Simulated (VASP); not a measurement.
Input of a VASP 6.6.1 run:

Contents of INCAR:

```
SYSTEM = Rh
ALGO = Normal ; EDIFF = 1E-6
ENCUT = 520 ; GGA = RP
ISIF = 2 ; ISMEAR = -1
LASPH = .TRUE. ; LCHARG = .FALSE.
LREAL = .FALSE. ; LWAVE = .FALSE.
NBANDS = 70 ; NELM = 100
PREC = Accurate ; SIGMA = 0.1
```

Contents of KPOINTS:

```
k-points
0
G
  6 6 6
  0 0 0
```

File POSCAR:

```
Rh
1.0
    4.9176504303      0.0000000000      0.0000000000
    0.0000000000      4.9176504303      0.0000000000
    0.0000000000      0.0000000000      4.9176504303
Rh
8
Direct
    0.0000000000      0.0000000000      1.0000000000
    0.5000000000      0.5000000000      0.5000000000
    0.2500000000      0.0000000000      0.5000000000
    0.7500000000      0.0000000000      0.5000000000
    0.5000000000      0.2500000000      1.0000000000
    0.5000000000      0.7500000000      1.0000000000
    1.0000000000      0.5000000000      0.2500000000
    1.0000000000      0.5000000000      0.7500000000
```

Potentials or basis: VASP PAW PBE potentials, release 64 (Rh_pv).

Launch:

```console
$ cat potpaw_PBE.64/Rh_pv/POTCAR > POTCAR
$ mpirun -np 1 vasp_std > vasp.out
```

Q: Estimate the pressure.

A: 0.1 GPa.

Q: What does it give for the band gap on the k mesh?

A: Zero (bands 60 and 61 overlap by 0.40 eV).

Caveat: the PAW data sets were made with another functional, which shifts forces and pressure a little.
